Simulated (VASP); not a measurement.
A run of VASP 6.6.1:

File INCAR:

```
SYSTEM = MgO
  PREC = Accurate
  ENCUT = 520
  EDIFF = 1E-7
  ISMEAR = -1
  SIGMA = 0.05
  LREAL = .FALSE.
  LASPH = .TRUE.
  NELM = 80
  ALGO = Normal
  ISIF = 2
  LWAVE = .FALSE.
  LCHARG = .FALSE.
  GGA = B5
  ALDAX = 1.0
  AGGAX = 1.0
  AGGAC = 1.0
  ALDAC = 0.0
  NBANDS = 11
```

File KPOINTS:

```
Automatic mesh
0
G
  11 11 11
  0 0 0
```

File POSCAR:

```
MgO
1.0
    0.0000000000      2.1364354512      2.1364354512
    2.1364354512      0.0000000000      2.1364354512
    2.1364354512      2.1364354512      0.0000000000
Mg O
1 1
Direct
    0.0000000000      0.0000000000      0.0000000000
    0.5000000000      0.5000000000      0.5000000000
```

Potentials or basis: VASP PAW PBE potentials, release 64 (Mg, O).

Launch:

```console
$ cat potpaw_PBE.64/Mg/POTCAR potpaw_PBE.64/O/POTCAR > POTCAR
$ mpirun -np 1 vasp_std > vasp.out
```

Hardware: 1 thread of AMD EPYC 7R13, with other jobs on the host.

Q: Estimate the wall time of this run.

A: Wall time 39 s on 1 thread of AMD EPYC 7R13 (shared host), peak memory 0.11 GiB. Counts: scf iterations 13, k points 56.
